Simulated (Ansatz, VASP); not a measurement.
W: VASP and Ansatz over several settings

```
W
1.0
    -1.59282    1.59282    1.59282
     1.59282   -1.59282    1.59282
     1.59282    1.59282   -1.59282
W
1
Direct
  0.00000 0.00000 0.00000
```

Single points on this cell with VASP 6.6.1 and Ansatz 0.2.0. Each row is one pair of runs. Alike in all rows: k mesh: 12 × 12 × 12; smearing: fermi-dirac, width 0.05 eV.

```tsv
level	spin	VASP's potentials, cutoff	Ansatz's potentials, cutoff	gap on the k mesh at the Fermi level (eV), VASP	gap on the k mesh at the Fermi level (eV), Ansatz	pressure (GPa), VASP	pressure (GPa), Ansatz
PBE+D4	off	VASP PAW PBE potentials, release 64 (W_sv), 520 eV	Ansatz PAW, 420 eV	none	none	-6.5	-6.9
PBEsol+D3(BJ)	off	VASP PAW PBE potentials, release 64 (W_sv), 520 eV	Ansatz PAW, 420 eV	none	none	-15.6	-16.1
RPBE	off	VASP PAW PBE potentials, release 64 (W_sv), 520 eV	Ansatz PAW, 420 eV	none	none	3.9	3.4
revPBE+D3(BJ)	off	VASP PAW PBE potentials, release 64 (W_sv), 520 eV	Ansatz PAW, 420 eV	none	none	-9.7	-10.2
r2SCAN+rVV10	off	VASP PAW PBE potentials, release 64 (W_sv), 520 eV	Ansatz PAW, 500 eV	none	none	-5.1	-7.0
LDA	non-collinear, zero start, SOC	VASP PAW LDA potentials, release 64 (W_sv), 520 eV	Ansatz PAW, 420 eV	-	-	-11.8	-13.8
```

Pressure (GPa): the two programs differ by at most 1.96.

A gap of «none» marks a metal or a gap that the smearing closes.
